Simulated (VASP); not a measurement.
## Mg: single point with PBEsol

The system is Mg.

```
CELL_PARAMETERS angstrom
-1.85117 1.85117 1.69328
1.85117 -1.85117 1.69328
1.85117 1.85117 -1.69328
ATOMIC_POSITIONS crystal
Mg 0.00000 0.00000 0.00000
```

This cell differs from its parent crystal: volume scaled by 1.025.

```yaml
Program: VASP 6.6.1
Task: single point
Functional: PBEsol
Potentials_or_basis: VASP PAW PBE potentials, release 64 (Mg)
Cutoff: 520 eV
k_mesh: 15 × 15 × 15
Occupations: fermi-dirac, width 0.05 eV
Spin: no spin polarisation
```

| Property | Result |
| --- | --- |
| Pressure | -1.1 GPa |
| Band gap on the k mesh | zero (band 1 reaches 5.76 eV, above the bottom of band 2 at 1.31 eV) |

Stress tensor (GPa, compression positive):
```
-1.14  0.00  0.00
 0.00 -1.14  0.00
 0.00  0.00 -0.87
```

Levels at points of the mesh, in eV from the Fermi level:
```tsv
k point	band 1	band 2	band 3	band 4	band 5
(0.00, 0.00, 0.00)	-6.92	11.77	13.59	13.59	13.93
```

Wall time 10 s on 1 thread of Intel(R) Xeon(R) 6975P-C (Granite Rapids) (shared host), peak memory 0.17 GiB.

Caveat: the PAW data sets were made with another functional, which shifts forces and pressure a little.
